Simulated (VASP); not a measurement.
# SiC2 (P-3m1) in VASP: notebook

The runs below take SiC2 through single point, relaxation of cell and atoms, with PBE.

All numbers are computed with VASP 6.6.1; they aren't measurements. Logs are shortened: lines on timing, memory, paths and dates and some standing lists are left out, and cuts for length are marked.

### Step 1. The cell of the first run

It takes space group P-3m1 (No. 164, trigonal). Conventional cell: a = 2.948 Å, b = 2.948 Å, c = 7.263 Å, α = 90.00°, β = 90.00°, γ = 120.00°. Within 2.4 Å of Si (site symmetry 3m) lie 4 C at 1.83 to 1.90 Å. C (site symmetry 3m) has 1 C at 1.60 Å and 3 Si at 1.83 Å within 2.1 Å. C (site symmetry 3m) has 3 C at 1.77 Å and 1 Si at 1.90 Å within 2.4 Å.

### Step 2. Single point, PBE

The input, INCAR:

```
PREC = Accurate ; ENCUT = 520
EDIFF = 1E-7 ; ISMEAR = 0
SIGMA = 0.02 ; LREAL = F
LASPH = T ; NELM = 100
ALGO = Normal ; ISIF = 2
LWAVE = F ; LCHARG = F
GGA = PE ; NBANDS = 21
```

The input, KPOINTS:

```
Automatic mesh
0
Gamma
  12 12 4
```

The input, POSCAR:

```
SiC2
1.0
    2.9475127853      0.0000000000      0.0000000000
   -1.4737563927      2.5526209501      0.0000000000
    0.0000000000      0.0000000000      7.2629277660
Si C
2 4
Direct
    0.3333333333      0.6666666667      0.2960767878
    0.6666666667      0.3333333333      0.7039232122
    0.0000000000      0.0000000000      0.6102534372
    0.6666666667      0.3333333333      0.9652910227
    0.0000000000      0.0000000000      0.3897465628
    0.3333333333      0.6666666667      0.0347089773
```

Potentials or basis: VASP PAW PBE potentials, release 64 (Si, C).

The run is started by

```console
> cat potpaw_PBE.64/Si/POTCAR potpaw_PBE.64/C/POTCAR > POTCAR
> mpirun -np 1 vasp_std > vasp.out
```

OUTCAR:

```text
PREC = Accurate
   ENCUT = 520
   EDIFF = 1E-7
   ISMEAR = 0
   LREAL = F
   LASPH = T
   NELM = 100
   ISIF = 2
   GGA = PE

 ion  position               nearest neighbor table
   1  0.333  0.667  0.296-   5 1.83   5 1.83   5 1.83   6 1.90
   2  0.667  0.333  0.704-   3 1.83   3 1.83   3 1.83   4 1.90
   3  0.000  0.000  0.610-   5 1.60   2 1.83   2 1.83   2 1.83
   4  0.667  0.333  0.965-   6 1.77   6 1.77   6 1.77   2 1.90
   5  0.000  0.000  0.390-   3 1.60   1 1.83   1 1.83   1 1.83
   6  0.333  0.667  0.035-   4 1.77   4 1.77   4 1.77   1 1.90

  LATTYP: Found a hexagonal cell.
 ALAT       =     2.9475127853
 C/A-ratio  =     2.4640869421

  Lattice vectors:

 A1 = (   2.9475127853,   0.0000000000,   0.0000000000)
 A2 = (  -1.4737563927,   2.5526209501,   0.0000000000)
 A3 = (   0.0000000000,   0.0000000000,   7.2629277660)

Analysis of symmetry for initial positions (statically):
=====================================================================
 Subroutine PRICEL returns:
 Original cell was already a primitive cell.

 Routine SETGRP: Setting up the symmetry group for a
 hexagonal supercell.

 Subroutine GETGRP returns: Found 12 space group operations
 (whereof 12 operations were pure point group operations)
 out of a pool of 24 trial point group operations.

The static configuration has the point symmetry D_3d.

Analysis of symmetry for dynamics (positions and initial velocities):
=====================================================================
 Subroutine PRICEL returns:
 Original cell was already a primitive cell.

 Routine SETGRP: Setting up the symmetry group for a
 hexagonal supercell.

 Subroutine GETGRP returns: Found 12 space group operations
 (whereof 12 operations were pure point group operations)
 out of a pool of 24 trial point group operations.

The dynamic configuration has the point symmetry D_3d.

 Subroutine INISYM returns: Found 12 space group operations
 (whereof 12 operations are pure point group operations),
 and found     1 'primitive' translations

----------------------------------------------------------------------------------------

                                     Primitive cell

  volume of cell :      54.6454

  direct lattice vectors                    reciprocal lattice vectors
     2.947512785  0.000000000  0.000000000     0.339269097  0.195877104  0.000000000
    -1.473756393  2.552620950  0.000000000     0.000000000  0.391754209  0.000000000
     0.000000000  0.000000000  7.262927766     0.000000000  0.000000000  0.137685522

  length of vectors
     2.947512785  2.947512785  7.262927766     0.391754209  0.391754209  0.137685522

  position of ions in fractional coordinates (direct lattice)
     0.333333333  0.666666667  0.296076788
     0.666666667  0.333333333  0.703923212
     0.000000000  0.000000000  0.610253437
     0.666666667  0.333333333  0.965291023
     0.000000000  0.000000000  0.389746563
     0.333333333  0.666666667  0.034708977

  ion indices of the primitive-cell ions
   primitive index   ion index
                 1           1
                 2           2
                 3           3
                 4           4
                 5           5
                 6           6

----------------------------------------------------------------------------------------

 KPOINTS: Automatic mesh

Automatic generation of k-mesh.
 Grid dimensions read from file:
 generate k-points for:   12   12    4

 Generating k-lattice:

  Cartesian coordinates                     Fractional coordinates (reciprocal lattice)
     0.028272425  0.016323092  0.000000000     0.083333333 -0.000000000  0.000000000
     0.000000000  0.032646184  0.000000000     0.000000000  0.083333333  0.000000000
     0.000000000  0.000000000  0.034421380     0.000000000  0.000000000  0.250000000

  Length of vectors
     0.032646184  0.032646184  0.034421380

  Shift w.r.t. Gamma in fractional coordinates (k-lattice)
     0.000000000  0.000000000  0.000000000

 Subroutine IBZKPT returns following result:
 ===========================================

 Found     69 irreducible k-points:

 Following reciprocal coordinates:
            Coordinates               Weight
  0.000000  0.000000  0.000000      1.000000
  0.083333  0.000000  0.000000      6.000000
  0.166667  0.000000  0.000000      6.000000
  0.250000  0.000000  0.000000      6.000000
  0.333333  0.000000  0.000000      6.000000
  0.416667 -0.000000  0.000000      6.000000
[... 16 lines left out ...]
  0.166667  0.000000  0.250000      6.000000
  0.000000  0.166667  0.250000      6.000000
 [... further k-points ...]
   k-points           NKPTS =     69   k-points in BZ     NKDIM =     69   number of bands    NBANDS=     21
   number of dos      NEDOS =    301   number of ions     NIONS =      6
   total plane-waves  NPLWV =  31104
   dimension x,y,z NGX =    24 NGY =   24 NGZ =   54
   dimension x,y,z NGXF=    48 NGYF=   48 NGZF=  108
   ions per type =               2   4
   NGX,Y,Z   is equivalent  to a cutoff of  13.54, 13.54, 12.36 a.u.
   NGXF,Y,Z  is equivalent  to a cutoff of  27.07, 27.07, 24.72 a.u.
 SYSTEM =  unknown system
   PREC   = accura    normal or accurate (medium, high low for compatibility)
   ISTART =      0    job   : 0-new  1-cont  2-samecut
   ICHARG =      2    charge: 1-file 2-atom 10-const
   ISPIN  =      1    spin polarized calculation?
   LNONCOLLINEAR =      F non collinear calculations
   LSORBIT =      F    spin-orbit coupling
   LASPH  =      T    aspherical Exc in radial PAW
   ENCUT  =  520.0 eV  38.22 Ry    6.18 a.u.   5.48  5.48 13.50*2*pi/ulx,y,z
   NELM   =    100;   NELMIN=  2; NELMDL= -5     # of ELM steps
   EDIFF  = 0.1E-06   stopping-criterion for ELM
   LREAL  =      F    real-space projection
   EDIFFG = 0.1E-05   stopping-criterion for IOM
   NSW    =      0    number of steps for IOM
   IBRION =     -1    ionic relax: 0-MD 1-quasi-New 2-CG
   NFREE  =      0    steps in history (QN), initial steepest desc. (CG)
   ISIF   =      2    stress and relaxation
   ISYM   =      2    0-nonsym 1-usesym 2-fastsym
   POTIM  = 0.5000    time-step for ionic-motion
   TEBEG  =    0.0;   TEEND  =   0.0 temperature during run
   PSTRESS=    0.0 pullay stress
   NELECT =      24.0000    total number of electrons
   NUPDOWN=      -1.0000    fix difference up-down
   EMIN   =  10.00;   EMAX   =-10.00  energy-range for DOS
   EFERMI =   0.00;   METHOD = LEGACY
   ISMEAR =     0;   SIGMA  =   0.02  broadening in eV -4-tet -1-fermi 0-gaus
   EFERMI_NEDOS =   21; number of points for ismear=-14 and -15
   IALGO  =     38    algorithm
   IMIX   =      4    mixing-type and parameters
     AMIX     =   0.40;   BMIX     =  1.00
     AMIX_MAG =   1.60;   BMIX_MAG =  1.00
  volume/ion in A,a.u.               =       9.11        61.46
  Fermi-wavevector in a.u.,A,eV,Ry     =   1.244402  2.351579 21.069112  1.548536
  Thomas-Fermi vector in A             =   2.378670
   LORBIT       =      0    0 simple, 1 ext, 2 COOP (PROOUT), +10 PAW based schemes
   GGA     = PE    functional components
   LHFCALC =     F    Hartree Fock is set to
   AEXX    =    0.0000 exact exchange contribution
   IVDW    =     0    specifies the selected vdW correction
   LEPSILON=     F    determine dielectric tensor
   LRPA    =     F    only Hartree local field effects (RPA)
 non-spin polarized calculation
 Gauss-broadening in eV      SIGMA  =   0.02
  energy-cutoff  :      520.00
  volume of cell :       54.65
 maximum number of plane-waves:      1515
 NGX is ok and might be reduce to    24
   NGX = 11   NGY = 11   NGZ = 27

 number of electron      24.0000002 magnetization

 Free energy of the ion-electron system (eV)
  ---------------------------------------------------
  ext. energy  EPLUGINS =         0.00000000
  ---------------------------------------------------
  free energy    TOTEN  =       -45.10509831 eV

  energy without entropy =      -45.10509831  energy(sigma->0) =      -45.10509831

 E-fermi :   9.3171     XC(G=0): -11.6272

 val. band max:        9.1698054921   @ k =   0.0000   0.0000   0.0000
 cond. band min:      10.6437084840   @ k =   0.5000   0.0000   0.0000
 fundamental gap:      1.4739029919
 Fermi energy:         9.3170798114

 k-point     1 :       0.0000    0.0000    0.0000
  band No.  band energies     occupation
      1      -8.6368      2.00000
      2      -7.0864      2.00000
      3      -5.4689      2.00000
      4       0.7569      2.00000
      5       1.1907      2.00000
      6       6.2086      2.00000
[... 13 lines left out ...]
     20      16.7088      0.00000
     21      17.1995      0.00000

 k-point     2 :       0.0833    0.0000    0.0000
  band No.  band energies     occupation
      1      -8.5096      2.00000
      2      -6.9711      2.00000
      3      -5.3367      2.00000
      4       0.8254      2.00000
      5       1.2813      2.00000
      6       5.4449      2.00000
[... 13 lines left out ...]
     20      16.5631      0.00000
     21      17.3814      0.00000

 k-point     3 :       0.1667    0.0000    0.0000
  band No.  band energies     occupation
      1      -8.1312      2.00000
      2      -6.6301      2.00000
      3      -4.9438      2.00000
      4       0.9735      2.00000
      5       1.5250      2.00000
      6       3.9232      2.00000
[... 13 lines left out ...]
     20      17.3673      0.00000
     21      17.4218      0.00000
[... 457 lines left out ...]
 k-point    23 :       0.1667    0.0000    0.2500
  band No.  band energies     occupation
      1      -7.9987      2.00000
      2      -7.0307      2.00000
      3      -4.4042      2.00000
      4      -0.3980      2.00000
      5       2.8970      2.00000
      6       4.0213      2.00000
[... 13 lines left out ...]
     20      16.9893      0.00000
     21      17.3931      0.00000

 k-point    24 :       0.0000    0.1667    0.2500
  band No.  band energies     occupation
      1      -7.9972      2.00000
      2      -7.0348      2.00000
      3      -4.3959      2.00000
      4      -0.4236      2.00000
      5       2.9087      2.00000
      6       4.1703      2.00000
[... 13 lines left out ...]
     20      17.3607      0.00000
     21      17.4162      0.00000

 [... further k-points ...]
[... 5 lines left out ...]
  --------------------------------------------------------------------------------------
  -------------------------------------------------------------------------------------
  Total       -0.0092161     -0.0092161     -0.0205564      0.0000000      0.0000000     -0.0000000
  in kB       -0.2702126     -0.2702126     -0.6027034      0.0000000      0.0000000     -0.0000000
  external PRESSURE =      -0.3810429 kB  Pullay stress =       0.0000000 kB

 VOLUME and BASIS-vectors are now :
 -----------------------------------------------------------------------------
  energy-cutoff  :      520.00
  volume of cell :       54.65
      direct lattice vectors                 reciprocal lattice vectors
     2.947512785  0.000000000  0.000000000     0.339269097  0.195877104  0.000000000
    -1.473756393  2.552620950  0.000000000     0.000000000  0.391754209  0.000000000
     0.000000000  0.000000000  7.262927766     0.000000000  0.000000000  0.137685522

 POSITION                                       TOTAL-FORCE (eV/Angst)
 -----------------------------------------------------------------------------------
     -0.00000      1.70175      2.15038        -0.000000     -0.000000      0.009956
      1.47376      0.85087      5.11254        -0.000000      0.000000     -0.009956
      0.00000      0.00000      4.43223        -0.000000     -0.000000      0.030921
      1.47376      0.85087      7.01084         0.000000      0.000000     -0.013525
      0.00000      0.00000      2.83070        -0.000000      0.000000     -0.030921
     -0.00000      1.70175      0.25209         0.000000      0.000000      0.013525
 -----------------------------------------------------------------------------------
    total drift:                               -0.000000     -0.000000     -0.000000

  FREE ENERGIE OF THE ION-ELECTRON SYSTEM (eV)
  ---------------------------------------------------
  free  energy   TOTEN  =       -45.1050983116 eV

  energy  without entropy=      -45.1050983116  energy(sigma->0) =      -45.10509831
```

It took 56 s on 1 thread of Intel Xeon Platinum 8259CL at 2.50GHz (Skylake/Cascade Lake), shared host; peak memory 0.21 GiB.

What came out:

```yaml
Free_energy: -45.1051 eV
Pressure: 0.0 GPa
Largest_force: 0.031 eV/Å
Band_gap_on_the_k_mesh: 1.47 eV, indirect (least direct gap 1.92 eV)
```

Forces in eV/Å, atoms in the order of the input:
```
Si   0.000  0.000  0.010
Si   0.000  0.000 -0.010
C    0.000  0.000  0.031
C    0.000  0.000 -0.014
C    0.000  0.000 -0.031
C    0.000  0.000  0.014
```

A k mesh can miss the band edges. Expect the measured gap to be larger: semilocal functionals such as PBE lack the derivative discontinuity.

### Step 3. Relaxation of cell and atoms, PBE

The input, INCAR:

```
  ALGO = Normal
  EDIFF = 1E-6
  EDIFFG = -0.01
  ENCUT = 600
  GGA = PE
  IBRION = 2
  ISIF = 3
  ISMEAR = 0
  LASPH = True
  LCHARG = False
  LREAL = False
  LWAVE = False
  NELM = 100
  NSW = 100
  PREC = Accurate
  SIGMA = 0.02
```

The input, KPOINTS:

```
k-points
0
Gamma
  12 12 4
```

The input, POSCAR:

```
SiC2
1.0
    2.9496766788      0.0000000000      0.0000000000
   -1.4748383394      2.5544949368      0.0000000000
    0.0000000000      0.0000000000      7.2627850648
Si C
2 4
Direct
    0.3333333333      0.6666666667      0.2961550592
    0.6666666667      0.3333333333      0.7038449408
    0.0000000000      0.0000000000      0.6103377985
    0.6666666667      0.3333333333      0.9652317199
    0.0000000000      0.0000000000      0.3896622015
    0.3333333333      0.6666666667      0.0347682801
```

Potentials or basis: VASP PAW PBE potentials, release 64 (Si, C).

The run is started by

```console
> cat potpaw_PBE.64/Si/POTCAR potpaw_PBE.64/C/POTCAR > POTCAR
> mpirun -np 1 vasp_std > vasp.out
```

It took 1.9 min on 1 thread of Intel Xeon Platinum 8259CL at 2.50GHz (Skylake/Cascade Lake), shared host; peak memory 0.21 GiB.

The run converged. Its results:

* Free energy: -45.1092 eV
* Relaxed volume: 9.10 Å³/atom
* Relaxed cell: a = 2.947 Å, b = 2.947 Å, c = 7.260 Å, α = 90.00°, β = 90.00°, γ = 120.00°
* Space group after relaxing (to 0.05 Å): P-3m1 (No. 164)
* Energy gained by relaxing: 0.0 meV/atom
* Ionic steps: 5
* Pressure after relaxing: 0.0 GPa
* Largest force after relaxing: 0.009 eV/Å
* Band gap on the k mesh: 1.48 eV, indirect (least direct gap 1.93 eV)

Forces on the atoms (eV/Å):
```
Si   0.000  0.000  0.005
Si   0.000  0.000 -0.005
C    0.000  0.000  0.009
C    0.000  0.000 -0.006
C    0.000  0.000 -0.009
C    0.000  0.000  0.006
```

The path:
```csv
step,energy change (eV),largest force (eV/Å),pressure (GPa),volume (Å³)
1,0.0000,0.0106,-0.52,54.72
2,0.0000,0.0280,0.51,54.49
3,-0.0002,0.0127,0.01,54.60
4,-0.0002,0.0124,0.00,54.61
5,-0.0002,0.0089,0.00,54.60
```

Final structure:
```cif
data_structure
_symmetry_space_group_name_H-M 'P 1'
_symmetry_Int_Tables_number 1
_cell_length_a 2.9468
_cell_length_b 2.9468
_cell_length_c 7.2599
_cell_angle_alpha 90.000
_cell_angle_beta 90.000
_cell_angle_gamma 120.000
_cell_volume 54.60
loop_
_atom_site_label
_atom_site_type_symbol
_atom_site_fract_x
_atom_site_fract_y
_atom_site_fract_z
_atom_site_occupancy
Si1 Si 0.33333 0.66667 0.29607 1
Si2 Si 0.66667 0.33333 0.70393 1
C1 C 0.00000 0.00000 0.61032 1
C2 C 0.66667 0.33333 0.96529 1
C3 C 0.00000 0.00000 0.38968 1
C4 C 0.33333 0.66667 0.03471 1
```

Levels at points of the mesh, in eV from the valence-band top:
| k point | band 10 | band 11 | band 12 | band 13 | band 14 | band 15 |
| --- | --- | --- | --- | --- | --- | --- |
| (0.00, 0.00, 0.00) | -0.75 | 0.00 | 0.00 | 1.93 | 3.51 | 3.51 |
| (0.50, 0.00, 0.00) | -4.18 | -4.01 | -1.92 | 1.48 | 1.84 | 3.03 |
| (0.00, 0.00, 0.50) | -2.48 | -0.08 | -0.08 | 2.04 | 3.63 | 3.63 |
| (0.50, 0.00, 0.50) | -4.44 | -2.79 | -1.69 | 1.89 | 2.42 | 3.36 |

A k mesh can miss the band edges. PBE gaps usually lie below the measured ones, often by a third to a half.

(Part 1 of 2 ends here.)
